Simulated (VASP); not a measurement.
# BeTe (zincblende type) (F-43m) in VASP: further runs

Runs on BeTe (zincblende type). Level: PBE. Tasks: single point, relaxation of cell and atoms.

All numbers are computed with VASP 6.6.1; they aren't measurements. Logs are shortened: lines on timing, memory, paths and dates and some standing lists are left out, and cuts for length are marked.

### 1 The cell of the first run

The structure is cubic, space group F-43m (No. 216). The conventional cell has a = 5.665 Å, b = 5.665 Å, c = 5.665 Å, α = 90.00°, β = 90.00°, γ = 90.00°. Be (site symmetry -43m) has 4 Te at 2.45 Å within 3.2 Å. Te (site symmetry -43m) has 4 Be at 2.45 Å within 3.2 Å.

### 2 Single point, PBE

Input file INCAR:

```
PREC = Accurate
ENCUT = 520
EDIFF = 1E-7
ISMEAR = -1
SIGMA = 0.08
LREAL = False
LASPH = True
NELM = 100
ALGO = Normal
ISIF = 2
LWAVE = False
LCHARG = False
GGA = PE
NBANDS = 11
```

Input file KPOINTS:

```
regular mesh
0
Gamma
  11 11 11
```

Input file POSCAR:

```
BeTe
1.0
    0.0000000000      2.8322721284      2.8322721284
    2.8322721284      0.0000000000      2.8322721284
    2.8322721284      2.8322721284      0.0000000000
Be Te
1 1
Direct
    0.0000000000      0.0000000000      0.0000000000
    0.2500000000      0.2500000000      0.2500000000
```

Potentials or basis: VASP PAW PBE potentials, release 64 (Be, Te).

Run with:

```sh
> cat potpaw_PBE.64/Be/POTCAR potpaw_PBE.64/Te/POTCAR > POTCAR
> mpirun -np 1 vasp_std > vasp.out
```

OUTCAR:

```text
PREC = Accurate
   ENCUT = 520
   EDIFF = 1E-7
   ISMEAR = -1
   LREAL = False
   LASPH = True
   NELM = 100
   ISIF = 2
   GGA = PE

 ion  position               nearest neighbor table
   1  0.000  0.000  0.000-   2 2.45   2 2.45   2 2.45   2 2.45
   2  0.250  0.250  0.250-   1 2.45   1 2.45   1 2.45   1 2.45

  LATTYP: Found a face centered cubic cell.
 ALAT       =     5.6645442568

  Lattice vectors:

 A1 = (   0.0000000000,   2.8322721284,   2.8322721284)
 A2 = (   2.8322721284,   0.0000000000,   2.8322721284)
 A3 = (   2.8322721284,   2.8322721284,   0.0000000000)

Analysis of symmetry for initial positions (statically):
=====================================================================
 Subroutine PRICEL returns:
 Original cell was already a primitive cell.

 Routine SETGRP: Setting up the symmetry group for a
 face centered cubic supercell.

 Subroutine GETGRP returns: Found 24 space group operations
 (whereof 24 operations were pure point group operations)
 out of a pool of 48 trial point group operations.

The static configuration has the point symmetry T_d .

Analysis of symmetry for dynamics (positions and initial velocities):
=====================================================================
 Subroutine PRICEL returns:
 Original cell was already a primitive cell.

 Routine SETGRP: Setting up the symmetry group for a
 face centered cubic supercell.

 Subroutine GETGRP returns: Found 24 space group operations
 (whereof 24 operations were pure point group operations)
 out of a pool of 48 trial point group operations.

The dynamic configuration has the point symmetry T_d .

 Subroutine INISYM returns: Found 24 space group operations
 (whereof 24 operations are pure point group operations),
 and found     1 'primitive' translations

----------------------------------------------------------------------------------------

                                     Primitive cell

  volume of cell :      45.4396

  direct lattice vectors                    reciprocal lattice vectors
     0.000000000  2.832272128  2.832272128    -0.176536709  0.176536709  0.176536709
     2.832272128  0.000000000  2.832272128     0.176536709 -0.176536709  0.176536709
     2.832272128  2.832272128  0.000000000     0.176536709  0.176536709 -0.176536709

  length of vectors
     4.005437656  4.005437656  4.005437656     0.305770549  0.305770549  0.305770549

  position of ions in fractional coordinates (direct lattice)
     0.000000000  0.000000000  0.000000000
     0.250000000  0.250000000  0.250000000

  ion indices of the primitive-cell ions
   primitive index   ion index
                 1           1
                 2           2

----------------------------------------------------------------------------------------

 KPOINTS: regular mesh

Automatic generation of k-mesh.
 Grid dimensions read from file:
 generate k-points for:   11   11   11

 Generating k-lattice:

  Cartesian coordinates                     Fractional coordinates (reciprocal lattice)
    -0.016048792  0.016048792  0.016048792     0.090909091  0.000000000  0.000000000
     0.016048792 -0.016048792  0.016048792     0.000000000  0.090909091  0.000000000
     0.016048792  0.016048792 -0.016048792     0.000000000  0.000000000  0.090909091

  Length of vectors
     0.027797323  0.027797323  0.027797323

  Shift w.r.t. Gamma in fractional coordinates (k-lattice)
     0.000000000  0.000000000  0.000000000

 Subroutine IBZKPT returns following result:
 ===========================================

 Found     56 irreducible k-points:

 Following reciprocal coordinates:
            Coordinates               Weight
  0.000000  0.000000  0.000000      1.000000
  0.090909  0.000000  0.000000      8.000000
  0.181818  0.000000  0.000000      8.000000
  0.272727  0.000000  0.000000      8.000000
  0.363636  0.000000  0.000000      8.000000
  0.454545  0.000000  0.000000      8.000000
[... 16 lines left out ...]
 -0.272727  0.181818  0.000000     24.000000
 -0.181818  0.181818  0.000000     12.000000
 [... further k-points ...]
   k-points           NKPTS =     56   k-points in BZ     NKDIM =     56   number of bands    NBANDS=     11
   number of dos      NEDOS =    301   number of ions     NIONS =      2
   total plane-waves  NPLWV =  27000
   dimension x,y,z NGX =    30 NGY =   30 NGZ =   30
   dimension x,y,z NGXF=    60 NGYF=   60 NGZF=   60
   ions per type =               1   1
   NGX,Y,Z   is equivalent  to a cutoff of  12.45, 12.45, 12.45 a.u.
   NGXF,Y,Z  is equivalent  to a cutoff of  24.90, 24.90, 24.90 a.u.
 SYSTEM =  unknown system
   PREC   = accura    normal or accurate (medium, high low for compatibility)
   ISTART =      0    job   : 0-new  1-cont  2-samecut
   ICHARG =      2    charge: 1-file 2-atom 10-const
   ISPIN  =      1    spin polarized calculation?
   LNONCOLLINEAR =      F non collinear calculations
   LSORBIT =      F    spin-orbit coupling
   LASPH  =      T    aspherical Exc in radial PAW
   ENCUT  =  520.0 eV  38.22 Ry    6.18 a.u.   7.45  7.45  7.45*2*pi/ulx,y,z
   NELM   =    100;   NELMIN=  2; NELMDL= -5     # of ELM steps
   EDIFF  = 0.1E-06   stopping-criterion for ELM
   LREAL  =      F    real-space projection
   EDIFFG = 0.1E-05   stopping-criterion for IOM
   NSW    =      0    number of steps for IOM
   IBRION =     -1    ionic relax: 0-MD 1-quasi-New 2-CG
   NFREE  =      0    steps in history (QN), initial steepest desc. (CG)
   ISIF   =      2    stress and relaxation
   ISYM   =      2    0-nonsym 1-usesym 2-fastsym
   POTIM  = 0.5000    time-step for ionic-motion
   TEBEG  =    0.0;   TEEND  =   0.0 temperature during run
   PSTRESS=    0.0 pullay stress
   NELECT =       8.0000    total number of electrons
   NUPDOWN=      -1.0000    fix difference up-down
   EMIN   =  10.00;   EMAX   =-10.00  energy-range for DOS
   EFERMI =   0.00;   METHOD = LEGACY
   ISMEAR =    -1;   SIGMA  =   0.08  broadening in eV -4-tet -1-fermi 0-gaus
   EFERMI_NEDOS =   21; number of points for ismear=-14 and -15
   IALGO  =     38    algorithm
   IMIX   =      4    mixing-type and parameters
     AMIX     =   0.40;   BMIX     =  1.00
     AMIX_MAG =   1.60;   BMIX_MAG =  1.00
  volume/ion in A,a.u.               =      22.72       153.32
  Fermi-wavevector in a.u.,A,eV,Ry     =   0.917543  1.733905 11.454548  0.841886
  Thomas-Fermi vector in A             =   2.042524
   LORBIT       =      0    0 simple, 1 ext, 2 COOP (PROOUT), +10 PAW based schemes
   GGA     = PE    functional components
   LHFCALC =     F    Hartree Fock is set to
   AEXX    =    0.0000 exact exchange contribution
   IVDW    =     0    specifies the selected vdW correction
   LEPSILON=     F    determine dielectric tensor
   LRPA    =     F    only Hartree local field effects (RPA)
 non-spin polarized calculation
  energy-cutoff  :      520.00
  volume of cell :       45.44
 maximum number of plane-waves:      1243
 NGX is ok and might be reduce to    30
   NGX = 15   NGY = 15   NGZ = 15

 number of electron       8.0000000 magnetization

 Free energy of the ion-electron system (eV)
  ---------------------------------------------------
  ext. energy  EPLUGINS =         0.00000000
  ---------------------------------------------------
  free energy    TOTEN  =        -7.62509639 eV

  energy without entropy =       -7.62509630  energy(sigma->0) =       -7.62509635

 E-fermi :   5.9243     XC(G=0):  -8.9877

 val. band max:        4.9039732141   @ k =   0.0000   0.0000   0.0000
 cond. band min:       6.9403043516   @ k =   0.4545   0.4545   0.0000
 fundamental gap:      2.0363311376
 Fermi energy:         5.9243217080

 k-point     1 :       0.0000    0.0000    0.0000
  band No.  band energies     occupation
      1      -7.2803      2.00000
      2       4.9040      1.99999
      3       4.9040      1.99999
      4       4.9040      1.99999
      5       8.5280      0.00000
      6       8.5280      0.00000
      7       8.5280      0.00000
      8       8.5998      0.00000
      9      13.1948      0.00000
     10      15.1127      0.00000
     11      15.1127      0.00000

 k-point     2 :       0.0909    0.0000    0.0000
  band No.  band energies     occupation
      1      -7.2036      2.00000
      2       4.1251      2.00000
      3       4.7753      2.00000
      4       4.7753      2.00000
      5       8.4643      0.00000
      6       8.7184      0.00000
      7       8.7184      0.00000
      8       9.3914      0.00000
      9      13.4411      0.00000
     10      14.4655      0.00000
     11      14.4655      0.00000

 k-point     3 :       0.1818    0.0000    0.0000
  band No.  band energies     occupation
      1      -6.9823      2.00000
      2       2.7018      2.00000
      3       4.4836      2.00000
      4       4.4836      2.00000
      5       8.3076      0.00000
      6       9.1274      0.00000
      7       9.1274      0.00000
      8      10.8276      0.00000
      9      13.8710      0.00000
     10      13.9279      0.00000
     11      13.9279      0.00000

 k-point     4 :       0.2727    0.0000    0.0000
  band No.  band energies     occupation
      1      -6.6498      2.00000
      2       1.3158      2.00000
      3       4.1764      2.00000
      4       4.1764      2.00000
      5       8.1393      0.00000
      6       9.4427      0.00000
      7       9.4427      0.00000
      8      12.1331      0.00000
      9      13.9471      0.00000
     10      14.0230      0.00000
     11      14.0230      0.00000
[... 239 lines left out ...]
 k-point    22 :      -0.3636    0.1818    0.0000
  band No.  band energies     occupation
      1      -5.9046      2.00000
      2      -0.0144      2.00000
      3       2.2513      2.00000
      4       3.5740      2.00000
      5       8.5208      0.00000
      6      10.1943      0.00000
      7      10.3652      0.00000
      8      12.8420      0.00000
      9      14.2086      0.00000
     10      14.2897      0.00000
     11      16.5606      0.00000

 k-point    23 :      -0.2727    0.1818    0.0000
  band No.  band energies     occupation
      1      -6.1962      2.00000
      2       0.6760      2.00000
      3       2.3375      2.00000
      4       3.9252      2.00000
      5       8.7759      0.00000
      6       9.9962      0.00000
      7      10.2713      0.00000
      8      11.7329      0.00000
      9      13.2982      0.00000
     10      14.9687      0.00000
     11      16.7310      0.00000

 k-point    24 :      -0.1818    0.1818    0.0000
  band No.  band energies     occupation
      1      -6.5374      2.00000
      2       1.5265      2.00000
      3       2.7819      2.00000
      4       4.2934      2.00000
      5       8.9319      0.00000
      6       9.4999      0.00000
      7      10.0103      0.00000
      8      11.1229      0.00000
      9      12.9702      0.00000
     10      14.9682      0.00000
     11      15.5883      0.00000

 [... further k-points ...]
[... 5 lines left out ...]
  --------------------------------------------------------------------------------------
  -------------------------------------------------------------------------------------
  Total        0.0313463      0.0313463      0.0313463      0.0000000      0.0000000     -0.0000000
  in kB        1.1052544      1.1052544      1.1052544      0.0000000      0.0000000     -0.0000000
  external PRESSURE =       1.1052544 kB  Pullay stress =       0.0000000 kB

 VOLUME and BASIS-vectors are now :
 -----------------------------------------------------------------------------
  energy-cutoff  :      520.00
  volume of cell :       45.44
      direct lattice vectors                 reciprocal lattice vectors
     0.000000000  2.832272128  2.832272128    -0.176536709  0.176536709  0.176536709
     2.832272128  0.000000000  2.832272128     0.176536709 -0.176536709  0.176536709
     2.832272128  2.832272128  0.000000000     0.176536709  0.176536709 -0.176536709

 POSITION                                       TOTAL-FORCE (eV/Angst)
 -----------------------------------------------------------------------------------
      0.00000      0.00000      0.00000         0.000000     -0.000000      0.000000
      1.41614      1.41614      1.41614        -0.000000      0.000000      0.000000
 -----------------------------------------------------------------------------------
    total drift:                                0.000000      0.000000      0.000000

  FREE ENERGIE OF THE ION-ELECTRON SYSTEM (eV)
  ---------------------------------------------------
  free  energy   TOTEN  =        -7.6250963949 eV

  energy  without entropy=       -7.6250963025  energy(sigma->0) =       -7.62509635
```

It took 25 s on 1 thread of Intel Xeon Platinum 8375C at 2.90GHz (Ice Lake), shared host; peak memory 0.18 GiB.

Results:

```yaml
Free_energy: -7.6251 eV
Pressure: 0.1 GPa
Band_gap_on_the_k_mesh: 2.04 eV, indirect (least direct gap 3.62 eV)
```

Levels at points of the mesh, in eV from the valence-band top:
| k point | band 2 | band 3 | band 4 | band 5 | band 6 | band 7 |
| --- | --- | --- | --- | --- | --- | --- |
| (0.00, 0.00, 0.00) | 0.00 | 0.00 | 0.00 | 3.62 | 3.62 | 3.62 |

Caveat: spin-orbit coupling is left out, which moves the levels of the heavy elements.

### 3 Relaxation of cell and atoms, PBE

This run uses another cell than the first one, of 23.27 Å³/atom, 1.024 times its volume.

Input file INCAR:

```
SYSTEM = BeTe
  PREC = Accurate
  ENCUT = 600
  EDIFF = 1E-7
  ISMEAR = -1
  SIGMA = 0.08
  LREAL = .False.
  LASPH = .True.
  NELM = 60
  ALGO = Normal
  ISIF = 3
  LWAVE = .False.
  LCHARG = .False.
  GGA = PE
  IBRION = 2
  NSW = 100
  EDIFFG = -0.005
```

Input file KPOINTS:

```
Automatic mesh
0
Gamma
  11 11 11
  0 0 0
```

Input file POSCAR:

```
BeTe
1.0
    0.0000000000      2.8548360655      2.8548360655
    2.8548360655      0.0000000000      2.8548360655
    2.8548360655      2.8548360655      0.0000000000
Be Te
1 1
Direct
    0.0000000000      0.0000000000      0.0000000000
    0.2500000000      0.2500000000      0.2500000000
```

Potentials or basis: VASP PAW PBE potentials, release 64 (Be, Te).

Run with:

```sh
> cat potpaw_PBE.64/Be/POTCAR potpaw_PBE.64/Te/POTCAR > POTCAR
> mpirun -np 1 vasp_std > vasp.out
```

It took 37 s on 1 thread of Intel Xeon Platinum 8375C at 2.90GHz (Ice Lake), shared host; peak memory 0.2 GiB.

Results (log left out):

```yaml
Free_energy: -7.6252 eV
Relaxed_volume: 22.76 Å³/atom
Relaxed_cell: a = 4.008 Å, b = 4.008 Å, c = 4.008 Å, α = 60.00°, β = 60.00°, γ = 60.00°
Space_group_after_relaxing_to_0.05_Å: F-43m (No. 216)
Energy_gained_by_relaxing: 1.9 meV/atom
Ionic_steps: 3
Pressure_after_relaxing: 0.0 GPa
Band_gap_on_the_k_mesh: 2.04 eV, indirect (least direct gap 3.63 eV)
```

The path:
| step | energy change (eV) | largest force (eV/Å) | pressure (GPa) | volume (Å³) |
| --- | --- | --- | --- | --- |
| 1 | 0.0000 | 0.0000 | -1.18 | 46.53 |
| 2 | -0.0037 | 0.0000 | 0.17 | 45.39 |
| 3 | -0.0038 | 0.0000 | 0.01 | 45.52 |

Final structure:
```
Be Te
1.0
     0.00000    2.83403    2.83403
     2.83403    0.00000    2.83403
     2.83403    2.83403    0.00000
Be Te
1 1
Direct
  0.00000 0.00000 0.00000
  0.25000 0.25000 0.25000
```

Levels at points of the mesh, in eV from the valence-band top:
```csv
k point,band 2,band 3,band 4,band 5,band 6,band 7
"(0.00, 0.00, 0.00)",0.00,0.00,0.00,3.63,3.63,3.63
```

Caveat: spin-orbit coupling is left out, which moves the levels of the heavy elements.

### 4 Single point, PBE, non-collinear spin, zero start, spin-orbit coupling

Input file INCAR:

```
PREC = Accurate
ENCUT = 520
EDIFF = 1E-7
ISMEAR = -1
SIGMA = 0.08
LREAL = False
LASPH = True
NELM = 150
ALGO = Normal
ISIF = 2
LWAVE = False
LCHARG = False
MAGMOM = 0 0 0 0 0 0
LORBIT = 11
LSORBIT = True
GGA_COMPAT = False
LORBMOM = True
GGA = PE
NBANDS = 20
```

Input file KPOINTS:

```
Automatic mesh
0
Gamma
  11 11 11
```

Input file POSCAR:

```
BeTe
1.0
    0.0000000000      2.8322721284      2.8322721284
    2.8322721284      0.0000000000      2.8322721284
    2.8322721284      2.8322721284      0.0000000000
Be Te
1 1
Direct
    0.0000000000      0.0000000000      0.0000000000
    0.2500000000      0.2500000000      0.2500000000
```

Run with:

```sh
> cat potpaw_PBE.64/Be/POTCAR potpaw_PBE.64/Te/POTCAR > POTCAR
> mpirun -np 1 vasp_ncl > vasp.out
```

Wall time 3 min (1 thread of Intel Xeon Platinum 8375C at 2.90GHz (Ice Lake), shared host); peak memory 0.35 GiB.

It converged, with:

- Free energy: -7.7106 eV
- Pressure: 0.2 GPa
- Net moment: 0.00 μB per cell
- Valence electrons inside the program's atomic spheres: Be 0.93; Te 3.50

Moments on the atoms (μB; x, y, z):
```
Be  0.00 0.00 0.00
Te  0.00 0.00 0.00
```

### 5 Overview

```tsv
task	spin	cell	cutoff (eV)	gap on the mesh (eV)	pressure (GPa)
single point	off	a = 4.005 Å, angles 60.0°, 2 atoms	520	2.04	0.1
relaxation of cell and atoms	off	relaxed from a = 4.037 Å, angles 60.0°, 2 atoms	600	2.04	0.0
single point	non-collinear, zero start, SOC	a = 4.005 Å, angles 60.0°, 2 atoms	520	-	0.2
```

Alike in all rows: level PBE; potentials or basis VASP PAW PBE potentials, release 64 (Be, Te); k mesh 11 × 11 × 11; smearing fermi-dirac 0.08 eV.

Caveats: spin-orbit coupling is left out, which moves the levels of the heavy elements (some runs).

Total energies depend on the potentials used, so only differences within one code and one set of settings carry meaning.
